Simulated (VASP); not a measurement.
# Ir: single point with LDA

Ir:

```xyz
1
Lattice="0.0000 1.9270 1.9270 1.9270 0.0000 1.9270 1.9270 1.9270 0.0000" Properties=species:S:1:pos:R:3 pbc="T T T"
Ir    0.0000    0.0000    0.0000
```

```json
{
 "Program": "VASP 6.6.1",
 "Task": "single point",
 "Functional": "LDA",
 "Potentials or basis": "VASP PAW LDA potentials, release 64 (Ir_sv_GW)",
 "Cutoff": "560 eV",
 "k mesh": "6 × 6 × 6",
 "Occupations": "gaussian, width 0.1 eV",
 "Spin": "no spin polarisation"
}
```

The pressure is -12.1 GPa and the band gap on the k mesh is zero (an odd number of electrons rules out a gap without spin polarisation).

Levels at points of the mesh, in eV from the Fermi level:
```
           k point  band 4  band 5  band 6  band 7  band 8  band 9  band 10  band 11  band 12  band 13
(0.00, 0.00, 0.00)  -48.76  -10.51   -3.40   -3.40   -3.40   -0.74    -0.74    14.15    19.54    19.54
(0.50, 0.00, 0.00)  -48.87   -7.54   -3.50   -3.50   -0.22    1.31     1.31     7.60    13.80    19.47
(0.50, 0.50, 0.00)  -49.05   -7.34   -6.79    1.29    1.88    1.88     2.19    10.82    11.89    11.89
```

Wall time 4.6 s on 1 thread of AMD EPYC 7R13 Processor (Zen 3), on a shared host, peak memory 0.1 GiB.

Caveat: the k points lie up to 0.47 Å⁻¹ apart, too coarse for converged energies and pressures of a metal; spin-orbit coupling is left out, which moves the levels of the heavy elements.
